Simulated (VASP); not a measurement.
# KI (Fm-3m) in VASP: a series of runs

Aim: see how the results for KI move with the level of theory and the settings. Levels: PBE+D3(BJ), PBE. Tasks: single point.

Everything below comes from runs of VASP 6.6.1. Logs are shortened: lines on timing, memory, paths and dates and some standing lists are left out, and cuts for length are marked.

### Step 1. The cell of the first run

The structure is cubic, space group Fm-3m (No. 225). The conventional cell has a = 7.085 Å, b = 7.085 Å, c = 7.085 Å, α = 90.00°, β = 90.00°, γ = 90.00°. Within 4.7 Å of K (site symmetry m-3m) lie 6 I at 3.54 Å. Within 4.7 Å of I (site symmetry m-3m) lie 6 K at 3.54 Å.

### Step 2. Single point, PBE+D3(BJ)

File INCAR:

```
SYSTEM = KI
PREC = Accurate ; ENCUT = 520
EDIFF = 1E-6 ; ISMEAR = -4
SIGMA = 0.1 ; LREAL = .FALSE.
LASPH = .TRUE. ; NELM = 80
ALGO = Normal ; ISIF = 2
LWAVE = .FALSE. ; LCHARG = .FALSE.
GGA = PE ; IVDW = 12
NBANDS = 15
```

File KPOINTS:

```
regular mesh
0
G
  4 4 4
  0 0 0
```

File POSCAR:

```
KI
1.0
    0.0000000000      3.5424356157      3.5424356157
    3.5424356157      0.0000000000      3.5424356157
    3.5424356157      3.5424356157      0.0000000000
K I
1 1
Direct
    0.0000000000      0.0000000000      0.0000000000
    0.5000000000      0.5000000000      0.5000000000
```

Potentials or basis: VASP PAW PBE potentials, release 64 (K_sv, I).

The run is started by

```sh
cat potpaw_PBE.64/K_sv/POTCAR potpaw_PBE.64/I/POTCAR > POTCAR
mpirun -np 1 vasp_std > vasp.out
```

OUTCAR:

```text
SYSTEM = KI
   PREC = Accurate
   ENCUT = 520
   EDIFF = 1E-6
   ISMEAR = -4
   LREAL = .FALSE.
   LASPH = .TRUE.
   NELM = 80
   ISIF = 2
   GGA = PE
   IVDW = 12
 IVDW          = 12

 ion  position               nearest neighbor table
   1  0.000  0.000  0.000-   2 3.54   2 3.54   2 3.54   2 3.54   2 3.54   2 3.54
   2  0.500  0.500  0.500-   1 3.54   1 3.54   1 3.54   1 3.54   1 3.54   1 3.54

  LATTYP: Found a face centered cubic cell.
 ALAT       =     7.0848712314

  Lattice vectors:

 A1 = (   0.0000000000,   3.5424356157,   3.5424356157)
 A2 = (   3.5424356157,   0.0000000000,   3.5424356157)
 A3 = (   3.5424356157,   3.5424356157,   0.0000000000)

Analysis of symmetry for initial positions (statically):
=====================================================================
 Subroutine PRICEL returns:
 Original cell was already a primitive cell.

 Routine SETGRP: Setting up the symmetry group for a
 face centered cubic supercell.

 Subroutine GETGRP returns: Found 48 space group operations
 (whereof 48 operations were pure point group operations)
 out of a pool of 48 trial point group operations.

The static configuration has the point symmetry O_h .

Analysis of symmetry for dynamics (positions and initial velocities):
=====================================================================
 Subroutine PRICEL returns:
 Original cell was already a primitive cell.

 Routine SETGRP: Setting up the symmetry group for a
 face centered cubic supercell.

 Subroutine GETGRP returns: Found 48 space group operations
 (whereof 48 operations were pure point group operations)
 out of a pool of 48 trial point group operations.

The dynamic configuration has the point symmetry O_h .

 Subroutine INISYM returns: Found 48 space group operations
 (whereof 48 operations are pure point group operations),
 and found     1 'primitive' translations

----------------------------------------------------------------------------------------

                                     Primitive cell

  volume of cell :      88.9070

  direct lattice vectors                    reciprocal lattice vectors
     0.000000000  3.542435616  3.542435616    -0.141145826  0.141145826  0.141145826
     3.542435616  0.000000000  3.542435616     0.141145826 -0.141145826  0.141145826
     3.542435616  3.542435616  0.000000000     0.141145826  0.141145826 -0.141145826

  length of vectors
     5.009760492  5.009760492  5.009760492     0.244471741  0.244471741  0.244471741
[... 76 lines left out ...]
   PSTRESS=    0.0 pullay stress
   NELECT =      16.0000    total number of electrons
   NUPDOWN=      -1.0000    fix difference up-down
   EMIN   =  10.00;   EMAX   =-10.00  energy-range for DOS
   EFERMI =   0.00;   METHOD = LEGACY
   ISMEAR =    -4;   SIGMA  =   0.10  broadening in eV -4-tet -1-fermi 0-gaus
   EFERMI_NEDOS =   21; number of points for ismear=-14 and -15
   IALGO  =     38    algorithm
   IMIX   =      4    mixing-type and parameters
     AMIX     =   0.40;   BMIX     =  1.00
     AMIX_MAG =   1.60;   BMIX_MAG =  1.00
  volume/ion in A,a.u.               =      44.45       299.99
  Fermi-wavevector in a.u.,A,eV,Ry     =   0.924279  1.746633 11.623332  0.854291
  Thomas-Fermi vector in A             =   2.050007
   LORBIT       =      0    0 simple, 1 ext, 2 COOP (PROOUT), +10 PAW based schemes
   GGA     = PE    functional components
   LHFCALC =     F    Hartree Fock is set to
   AEXX    =    0.0000 exact exchange contribution
   IVDW    =    12    specifies the selected vdW correction
   LEPSILON=     F    determine dielectric tensor
   LRPA    =     F    only Hartree local field effects (RPA)
 non-spin polarized calculation
 Fermi weights with tetrahedron method witout Bloechl corrections
  energy-cutoff  :      520.00
  volume of cell :       88.91
 maximum number of plane-waves:      2421
 NGX is ok and might be reduce to    40
   NGX = 19   NGY = 19   NGZ = 19

 number of electron      15.9999999 magnetization

 Free energy of the ion-electron system (eV)
  ---------------------------------------------------
  ext. energy  EPLUGINS =         0.00000000
  ---------------------------------------------------
  free energy    TOTEN  =        -5.55814316 eV

  energy without entropy =       -5.55814316  energy(sigma->0) =       -5.55814316

 E-fermi :  -0.4484     XC(G=0):  -7.1455

 val. band max:       -0.4570208493   @ k =   0.0000   0.0000   0.0000
 cond. band min:       3.4861384831   @ k =   0.0000   0.0000   0.0000
 fundamental gap:      3.9431593324
 Fermi energy:        -0.4483576341

 k-point     1 :       0.0000    0.0000    0.0000
  band No.  band energies     occupation
      1     -28.9749      2.00000
      2     -12.4615      2.00000
      3     -12.4615      2.00000
      4     -12.4615      2.00000
      5     -10.9467      2.00000
      6      -0.4570      2.00000
      7      -0.4570      2.00000
      8      -0.4570      2.00000
      9       3.4861      0.00000
     10       6.0423      0.00000
     11       6.0423      0.00000
     12       6.0423      0.00000
     13       6.7539      0.00000
     14       6.7539      0.00000
[... 113 lines left out ...]
      2     -12.5093      2.00000
      3     -12.4920      2.00000
      4     -12.4920      2.00000
      5     -10.7511      2.00000
      6      -1.1746      2.00000
      7      -1.1746      2.00000
      8      -1.0465      2.00000
      9       6.0028      0.00000
     10       6.0028      0.00000
     11       6.1556      0.00000
     12       7.7022      0.00000
     13       8.3448      0.00000
     14       9.1685      0.00000
     15       9.5268      0.00000

------------------------ aborting loop because EDIFF is reached ----------------------------------------

 Edisp (eV)   -0.44971

 E8    (eV) :    -0.2173

  FORCE on cell =-STRESS in cart. coord.  units (eV):
  Direction    XX          YY          ZZ          XY          YZ          ZX
  --------------------------------------------------------------------------------------
  -------------------------------------------------------------------------------------
  Total      -0.20427    -0.20427    -0.20427    -0.00000     0.00000     0.00000
  in kB      -3.68103    -3.68103    -3.68103    -0.00000     0.00000     0.00000
  external pressure =       -3.68 kB  Pullay stress =        0.00 kB

 VOLUME and BASIS-vectors are now :
 -----------------------------------------------------------------------------
  energy-cutoff  :      520.00
  volume of cell :       88.91
      direct lattice vectors                 reciprocal lattice vectors
     0.000000000  3.542435616  3.542435616    -0.141145826  0.141145826  0.141145826
     3.542435616  0.000000000  3.542435616     0.141145826 -0.141145826  0.141145826
     3.542435616  3.542435616  0.000000000     0.141145826  0.141145826 -0.141145826

 POSITION                                       TOTAL-FORCE (eV/Angst)
 -----------------------------------------------------------------------------------
      0.00000      0.00000      0.00000         0.000000      0.000000     -0.000000
      3.54244      3.54244      3.54244        -0.000000     -0.000000      0.000000
 -----------------------------------------------------------------------------------
    total drift:                                0.000000     -0.000000     -0.000000

  FREE ENERGIE OF THE ION-ELECTRON SYSTEM (eV)
  ---------------------------------------------------
  free  energy   TOTEN  =        -6.0078497904 eV

  energy  without entropy=       -6.0078497904  energy(sigma->0) =       -6.00784979
```

OSZICAR:

```text
N       E                     dE             d eps       ncg     rms          rms(c)
DAV:   1     0.955849953858E+02    0.95585E+02   -0.67156E+03   240   0.924E+02
DAV:   2     0.146511331867E+00   -0.95438E+02   -0.88421E+02   332   0.214E+02
DAV:   3    -0.541545469401E+01   -0.55620E+01   -0.55439E+01   324   0.459E+01
DAV:   4    -0.563867205388E+01   -0.22322E+00   -0.22318E+00   391   0.838E+00
DAV:   5    -0.564050574140E+01   -0.18337E-02   -0.18337E-02   324   0.771E-01    0.301E+00
DAV:   6    -0.555635121528E+01    0.84155E-01   -0.95895E-02   303   0.178E+00    0.215E+00
DAV:   7    -0.555221954681E+01    0.41317E-02   -0.11311E-01   310   0.168E+00    0.784E-01
DAV:   8    -0.555748040933E+01   -0.52609E-02   -0.11693E-02   282   0.700E-01    0.132E-01
DAV:   9    -0.555797148826E+01   -0.49108E-03   -0.86384E-04   317   0.173E-01    0.800E-02
DAV:  10    -0.555809199568E+01   -0.12051E-03   -0.11753E-04   315   0.570E-02    0.217E-02
DAV:  11    -0.555814345917E+01   -0.51463E-04   -0.64845E-05   254   0.468E-02    0.186E-02
DAV:  12    -0.555814316458E+01    0.29459E-06   -0.24833E-06   323   0.123E-02
   1 F= -.60078498E+01 E0= -.60078498E+01  d E =0.000000E+00
```

stdout:

```text
POSCAR found type information on POSCAR K I
 POSCAR found :  2 types and       2 ions
 scaLAPACK will be used
 LDA part: xc-table for (Slater+PW92), standard interpolation
 POSCAR, INCAR and KPOINTS ok, starting setup
 FFT: planning ... GRIDC
 FFT: planning ... GRID_SOFT
 FFT: planning ... GRID
 WAVECAR not read
 entering main loop
```

Run time: 9.1 s. Hardware: 1 thread of AMD EPYC 9R45 (Zen 5), shared host; peak memory 0.2 GiB.

What came out:

- Free energy: -6.0078 eV
- Pressure: -0.4 GPa
- Band gap on the k mesh: 3.94 eV, direct
- Dispersion energy per atom: -0.225 eV

Levels at points of the mesh, in eV from the valence-band top:
```tsv
k point	band 4	band 5	band 6	band 7	band 8	band 9	band 10	band 11	band 12	band 13
(0.00, 0.00, 0.00)	-12.00	-10.49	0.00	0.00	0.00	3.94	6.50	6.50	6.50	7.21
(0.50, 0.00, 0.00)	-12.01	-10.22	-1.30	-0.33	-0.33	5.51	7.69	8.13	8.13	8.69
(0.50, 0.50, 0.00)	-12.02	-10.35	-0.98	-0.36	-0.36	4.95	5.75	8.09	8.69	8.77
```

Caveat: spin-orbit coupling is left out, which moves the levels of the heavy elements. PBE gaps usually lie below the measured ones, often by a third to a half.

### Step 3. Single point, PBE

This run uses another cell than the first one, of 50.23 Å³/atom, 1.130 times its volume.

File INCAR:

```
SYSTEM = KI
PREC = Accurate ; ENCUT = 520
EDIFF = 1E-7 ; ISMEAR = 0
SIGMA = 0.01 ; LREAL = .FALSE.
LASPH = .TRUE. ; NELM = 80
ALGO = Normal ; ISIF = 2
LWAVE = .FALSE. ; LCHARG = .FALSE.
GGA = PE ; NBANDS = 15
```

KPOINTS is that of step 2.

File POSCAR:

```
KI
1.0
    0.0000000000      3.6897316377      3.6897316377
    3.6897316377      0.0000000000      3.6897316377
    3.6897316377      3.6897316377      0.0000000000
K I
1 1
Direct
    0.0000000000      0.0000000000      0.0000000000
    0.5000000000      0.5000000000      0.5000000000
```

Potentials or basis: VASP PAW PBE potentials, release 64 (K_sv, I).

The run is started by

```sh
cat potpaw_PBE.64/K_sv/POTCAR potpaw_PBE.64/I/POTCAR > POTCAR
mpirun -np 1 vasp_std > vasp.out
```

Wall time 11 s (1 thread of AMD EPYC 9R45 (Zen 5), shared host); peak memory 0.2 GiB.

Results (log left out):

```
Free energy            : -5.5473 eV
Pressure               : -0.7 GPa
Band gap on the k mesh : 3.68 eV, direct
```

Levels at points of the mesh, in eV from the valence-band top:
```csv
k point,band 6,band 7,band 8,band 9,band 10,band 11
"(0.00, 0.00, 0.00)",0.00,0.00,0.00,3.68,6.52,6.52
"(0.50, 0.00, 0.00)",-1.05,-0.24,-0.24,5.37,7.27,7.87
"(0.50, 0.50, 0.00)",-0.81,-0.30,-0.30,5.11,5.46,7.94
```

Caveat: spin-orbit coupling is left out, which moves the levels of the heavy elements.

### Step 4. Single point, PBE, collinear spin, ferromagnetic start

File INCAR:

```
SYSTEM = KI
ALGO = Normal ; EDIFF = 1E-6
ENCUT = 520 ; GGA = PE
ISIF = 2 ; ISMEAR = 0
ISPIN = 2 ; ISYM = 0
LASPH = .TRUE. ; LCHARG = .TRUE.
LELF = .TRUE. ; LORBIT = 11
LREAL = .FALSE. ; LVHAR = .TRUE.
LWAVE = .FALSE. ; MAGMOM = 0 4
NBANDS = 19 ; NELM = 150
PREC = Accurate ; SIGMA = 0.1
```

File KPOINTS:

```
Automatic mesh
0
Gamma
  1 1 4
  0.25 0.25 0.25
```

File POSCAR:

```
KI
1.0
    0.0000000000      3.5424356157      3.5424356157
    3.5424356157      0.0000000000      3.5424356157
    3.5424356157      3.5424356157      0.0000000000
K I
1 1
Direct
    0.0000000000      0.0000000000      0.0000000000
    0.5000000000      0.5000000000      0.5000000000
```

Potentials or basis: VASP PAW PBE potentials, release 64 (K_sv, I).

The run is started by

```sh
cat potpaw_PBE.64/K_sv/POTCAR potpaw_PBE.64/I/POTCAR > POTCAR
mpirun -np 1 vasp_std > vasp.out
```

OUTCAR:

```text
SYSTEM = KI
   EDIFF = 1E-6
   ENCUT = 520
   GGA = PE
   ISIF = 2
   ISMEAR = 0
   ISPIN = 2
   ISYM = 0
   LASPH = .TRUE.
   LORBIT = 11
   LREAL = .FALSE.
   NELM = 150
   PREC = Accurate

 ion  position               nearest neighbor table
   1  0.000  0.000  0.000-   2 3.54   2 3.54   2 3.54   2 3.54   2 3.54   2 3.54
   2  0.500  0.500  0.500-   1 3.54   1 3.54   1 3.54   1 3.54   1 3.54   1 3.54

IMPORTANT INFORMATION: All symmetrisations will be switched off!
NOSYMM: (Re-)initialisation of all symmetry stuff for point group C_1.

----------------------------------------------------------------------------------------

                                     Primitive cell

  volume of cell :      88.9070
[... 341 lines left out ...]
  energy-cutoff  :      520.00
  volume of cell :       88.91
      direct lattice vectors                 reciprocal lattice vectors
     0.000000000  3.542435616  3.542435616    -0.141145826  0.141145826  0.141145826
     3.542435616  0.000000000  3.542435616     0.141145826 -0.141145826  0.141145826
     3.542435616  3.542435616  0.000000000     0.141145826  0.141145826 -0.141145826

 POSITION                                       TOTAL-FORCE (eV/Angst)
 -----------------------------------------------------------------------------------
      0.00000      0.00000      0.00000         0.000000      0.000000      0.000000
      3.54244      3.54244      3.54244        -0.000000     -0.000000     -0.000000
 -----------------------------------------------------------------------------------
    total drift:                                0.000000     -0.000001      0.000000

  FREE ENERGIE OF THE ION-ELECTRON SYSTEM (eV)
  ---------------------------------------------------
  free  energy   TOTEN  =        -5.1937233629 eV

  energy  without entropy=       -5.1937233629  energy(sigma->0) =       -5.19372336

 total charge

# of ion       s       p       d       tot
------------------------------------------
    1        1.959   5.572   0.023   7.554
    2        1.487   2.880   0.001   4.368
--------------------------------------------------
tot          3.446   8.452   0.024  11.921

 magnetization (x)

# of ion       s       p       d       tot
------------------------------------------
    1        0.000   0.000   0.000   0.000
    2       -0.000   0.000  -0.000  -0.000
--------------------------------------------------
tot         -0.000   0.000   0.000  -0.000
```

OSZICAR:

```text
N       E                     dE             d eps       ncg     rms          rms(c)
DAV:   1     0.929902148920E+02    0.92990E+02   -0.66875E+03   304   0.725E+02
DAV:   2     0.237509626038E+01   -0.90615E+02   -0.84713E+02   385   0.186E+02
DAV:   3    -0.265230825690E+01   -0.50274E+01   -0.50008E+01   413   0.362E+01
DAV:   4    -0.290036667792E+01   -0.24806E+00   -0.24789E+00   498   0.688E+00
DAV:   5    -0.290287916112E+01   -0.25125E-02   -0.25124E-02   413   0.661E-01    0.962E+00
DAV:   6    -0.513212352481E+01   -0.22292E+01   -0.83505E-01   328   0.437E+00    0.431E+00
DAV:   7    -0.517967990104E+01   -0.47556E-01   -0.13826E-01   331   0.182E+00    0.214E+00
DAV:   8    -0.518285944988E+01   -0.31795E-02   -0.14837E-02   423   0.550E-01    0.116E+00
DAV:   9    -0.519140085832E+01   -0.85414E-02   -0.14842E-02   350   0.584E-01    0.317E-01
DAV:  10    -0.519319522683E+01   -0.17944E-02   -0.27459E-03   379   0.253E-01    0.159E-01
DAV:  11    -0.519353330448E+01   -0.33808E-03   -0.27430E-04   342   0.856E-02    0.560E-02
DAV:  12    -0.519366255813E+01   -0.12925E-03   -0.96762E-05   319   0.488E-02    0.396E-02
DAV:  13    -0.519371380601E+01   -0.51248E-04   -0.41368E-05   322   0.310E-02    0.149E-02
DAV:  14    -0.519372278465E+01   -0.89786E-05   -0.97306E-06   334   0.155E-02    0.546E-03
DAV:  15    -0.519372336292E+01   -0.57827E-06   -0.57691E-07   326   0.401E-03
   1 F= -.51937234E+01 E0= -.51937234E+01  d E =-.724261E-16  mag=     0.0000
```

stdout:

```text
POSCAR found type information on POSCAR K I
 POSCAR found :  2 types and       2 ions
 scaLAPACK will be used
 LDA part: xc-table for (Slater+PW92), standard interpolation
 -----------------------------------------------------------------------------
|                                                                             |
|           W    W    AA    RRRRR   N    N  II  N    N   GGGG   !!!           |
|           W    W   A  A   R    R  NN   N  II  NN   N  G    G  !!!           |
|           W    W  A    A  R    R  N N  N  II  N N  N  G       !!!           |
|           W WW W  AAAAAA  RRRRR   N  N N  II  N  N N  G  GGG   !            |
|           WW  WW  A    A  R   R   N   NN  II  N   NN  G    G                |
|           W    W  A    A  R    R  N    N  II  N    N   GGGG   !!!           |
|                                                                             |
|     Your reciprocal lattice and k-lattice belong to different lattice       |
|     classes:                                                                |
|                                                                             |
|        The reciprocal lattice is body-centered cubic,                       |
|        whereas your k-lattice is rhombohedral (trigonal).                   |
|                                                                             |
|     Results are often still useful ...                                      |
|                                                                             |
 -----------------------------------------------------------------------------

 POSCAR, INCAR and KPOINTS ok, starting setup
 FFT: planning ... GRIDC
 FFT: planning ... GRID_SOFT
 FFT: planning ... GRID
 WAVECAR not read
 entering main loop
```

Run time: 17 s. Hardware: 1 thread of AMD EPYC 9R45 (Zen 5), shared host; peak memory 0.24 GiB.

What came out:

| Quantity | Value |
| --- | --- |
| Free energy | -5.1937 eV |
| Pressure | 1.5 GPa |
| Band gap on the k mesh | 5.24 eV, direct |
| Net moment | 0.00 μB per cell |
| Valence electrons inside the program's atomic spheres | K 7.55; I 4.37 |

Caveat: the k points lie up to 1.54 Å⁻¹ apart; spin-orbit coupling is left out, which moves the levels of the heavy elements. A k mesh can miss the band edges.

### Step 5. Overview

| level | spin | cell | k mesh | smearing | gap on the mesh (eV) | pressure (GPa) |
| --- | --- | --- | --- | --- | --- | --- |
| PBE+D3(BJ) | off | a = 5.010 Å, angles 60.0°, 2 atoms | 4 × 4 × 4 | tetrahedron | 3.94 | -0.4 |
| PBE | off | a = 5.218 Å, angles 60.0°, 2 atoms | 4 × 4 × 4 | gaussian 0.01 eV | 3.68 | -0.7 |
| PBE | collinear, ferromagnetic start | a = 5.010 Å, angles 60.0°, 2 atoms | 1 × 1 × 4, shifted | gaussian 0.1 eV | 5.24 | 1.5 |

Alike in all rows: task single point; potentials or basis VASP PAW PBE potentials, release 64 (K_sv, I); cutoff (eV) 520.

Caveats: some runs use coarse meshes; spin-orbit coupling is left out, which moves the levels of the heavy elements.

Total energies depend on the potentials used, so only differences within one code and one set of settings carry meaning.
